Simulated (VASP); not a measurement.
**Hf: single point with PBEsol**

The system is Hf.

```xyz
4
Lattice="3.1543 0.0000 0.0000 -1.5771 2.7317 0.0000 0.0000 0.0000 10.0881" Properties=species:S:1:pos:R:3 pbc="T T T"
Hf    0.0000    0.0000    0.0000
Hf    3.1543    0.0000    5.0441
Hf    0.0000    1.8211    2.5220
Hf    1.5771    0.9106    7.5661
```

- Program: VASP 6.6.1
- Task: single point
- Functional: PBEsol
- Potentials or basis: VASP PAW PBE potentials, release 64 (Hf_pv)
- Cutoff: 520 eV
- k mesh: 15 × 15 × 4
- Occupations: fermi-dirac, width 0.1 eV
- Spin: no spin polarisation

| Item | Value |
| --- | --- |
| Pressure | -0.3 GPa |
| Band gap on the k mesh | zero (band 20 reaches 5.95 eV, above the bottom of band 21 at 4.28 eV) |

Stress tensor (GPa, compression positive):
```
-0.30  0.00  0.00
 0.00 -0.30  0.00
 0.00  0.00 -0.44
```

Levels at points of the mesh, in eV from the Fermi level:
| k point | band 18 | band 19 | band 20 | band 21 | band 22 | band 23 |
| --- | --- | --- | --- | --- | --- | --- |
| (0.00, 0.00, 0.00) | 0.20 | 0.82 | 1.05 | 1.05 | 1.17 | 1.17 |
| (0.00, 0.00, 0.50) | 0.22 | 1.01 | 1.01 | 1.25 | 1.25 | 1.25 |

Wall time 65 s on 1 thread of Intel(R) Xeon(R) 6975P-C (Granite Rapids), with other jobs on the host, peak memory 0.29 GiB.

Caveat: the PAW data sets were made with another functional, which shifts forces and pressure a little; spin-orbit coupling is left out, which moves the levels of the heavy elements.
